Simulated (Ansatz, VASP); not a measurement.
One calculation of CsH, two programs

The input INCAR:

```
PREC = Accurate
ENCUT = 520
EDIFF = 1E-7
ISMEAR = 0
SIGMA = 0.01
LREAL = F
LASPH = T
NELM = 80
ALGO = Normal
ISIF = 2
LWAVE = F
LCHARG = F
GGA = CA
NBANDS = 12
```

The input KPOINTS:

```
regular mesh
0
Gamma
  6 6 6
```

The input POSCAR:

```
CsH
1.0
    0.0000000000      3.1880000000      3.1880000000
    3.1880000000      0.0000000000      3.1880000000
    3.1880000000      3.1880000000      0.0000000000
Cs H
1 1
Direct
    0.0000000000      0.0000000000      0.0000000000
    0.5000000000      0.5000000000      0.5000000000
```

Input for Ansatz:

```yaml
crystal:
  lattice:
    - [0.0, 3.188, 3.188]
    - [3.188, 0.0, 3.188]
    - [3.188, 3.188, 0.0]
  atoms:
    - { symbol: Cs, position: [0.0, 0.0, 0.0] }
    - { symbol: H, position: [0.5, 0.5, 0.5] }
kpoints:
  mp_grid:
    grid: [6, 6, 6]
hamiltonian:
  xc: lda
  pseudopotentials:
    kind: all_electron
    lapw: {}
scf:
  occupations:
    method: fixed
output:
  forces: true
  stress: true
  eigenvalues: true
```

Alike in both runs: task single point; functional LDA; k mesh 6 × 6 × 6; no spin polarisation.

|  | VASP | Ansatz |
| --- | --- | --- |
| version | VASP 6.6.1 | Ansatz 0.2.0 |
| potentials or method | VASP PAW LDA potentials, release 64 (Cs_sv, H), cutoff 520 eV | all-electron (LAPW or listed datasets) |
| occupations | gaussian, width 0.01 eV | fixed |

Ansatz gave:

```
gap on the k mesh at the Fermi level (eV) : 1.95
pressure (GPa)                            : -1.3
```

Which values does VASP return?

gap on the k mesh at the Fermi level (eV): 1.94; pressure (GPa): -1.2.

LDA's correlation is that of Perdew and Zunger in VASP and of Perdew and Wang (1992) in Ansatz. Ansatz ran all-electron here, and VASP with PAW potentials.

Neither program's run includes spin-orbit coupling.
